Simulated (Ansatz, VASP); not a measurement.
## One calculation of Ti, two programs

File INCAR:

```
SYSTEM = Ti
PREC = Accurate
ENCUT = 520
EDIFF = 1E-6
ISMEAR = 0
SIGMA = 0.1
LREAL = .False.
LASPH = .True.
NELM = 60
ALGO = Normal
ISIF = 2
LWAVE = .False.
LCHARG = .True.
GGA = CA
LELF = .True.
LVHAR = .True.
NBANDS = 12
```

The input KPOINTS:

```
Automatic mesh
0
Gamma
  8 8 8
  0 0 0
```

Contents of POSCAR:

```
Ti
1.0
   -1.6213123029      1.6213123029      1.6213123029
    1.6213123029     -1.6213123029      1.6213123029
    1.6213123029      1.6213123029     -1.6213123029
Ti
1
Direct
    0.0000000000      0.0000000000      0.0000000000
```

Input for Ansatz:

```yaml
crystal:
  lattice:
    - [-1.621312302898777, 1.621312302898777, 1.621312302898777]
    - [1.621312302898777, -1.621312302898777, 1.621312302898777]
    - [1.621312302898777, 1.621312302898777, -1.621312302898777]
  atoms:
    - { symbol: Ti, position: [-4.38155908534167e-35, 0.0, -8.137181158491674e-35] }
basis:
  ecutwfc: 470.0
kpoints:
  mp_grid:
    grid: [8, 8, 8]
hamiltonian:
  xc: lda
scf:
  occupations:
    method: gaussian
output:
  forces: true
  stress: true
```

Alike in both runs: task single point; functional LDA; k mesh 8 × 8 × 8; no spin polarisation.

```csv
,VASP,Ansatz
version,VASP 6.6.1,Ansatz 0.2.0
potentials or method,"VASP PAW LDA potentials, release 64 (Ti_sv), cutoff 520 eV","plane waves, PAW"
occupations,"gaussian, width 0.1 eV",gaussian
valence electrons in the cell,12,12
```

|  | VASP | Ansatz | Ansatz less VASP |
| --- | --- | --- | --- |
| pressure (GPa) | -7.7 | -7.7 | +0.06 |

LDA's correlation is that of Perdew and Zunger in VASP and of Perdew and Wang (1992) in Ansatz.
